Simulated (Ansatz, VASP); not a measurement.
# Na in VASP and in Ansatz

```
Na
1.0
    -1.85250    1.85250    2.74545
     1.85250   -1.85250    2.74545
     1.85250    1.85250   -2.74545
Na
1
Direct
  0.00000 0.00000 0.00000
```

Alike in both runs: task single point; functional LDA; k mesh 18 × 18 × 18; occupations gaussian, width 0.15 eV; no spin polarisation.

|  | VASP | Ansatz |
| --- | --- | --- |
| version | VASP 6.6.1 | Ansatz 0.2.0 |
| potentials or method | VASP PAW LDA potentials, release 64 (Na_pv), cutoff 520 eV | scalar-relativistic, plane waves, PAW |
| valence electrons in the cell | 7 | 9 |

Ansatz gave:

* gap on the k mesh at the Fermi level (eV): none
* pressure (GPa): -0.9
* traceless stress, the component that is largest in VASP (GPa): -0.07

Problem. Estimate VASP's values.

Solution. gap on the k mesh at the Fermi level (eV): none; pressure (GPa): -1.0; traceless stress, the component that is largest in VASP (GPa): -0.07.

LDA's correlation is that of Perdew and Zunger in VASP and of Perdew and Wang (1992) in Ansatz. A gap of «none» marks a metal or a gap that the smearing closes. VASP's potentials hold 7 valence electrons a cell and Ansatz's 9, so a difference there can come from the potentials and not from the codes.
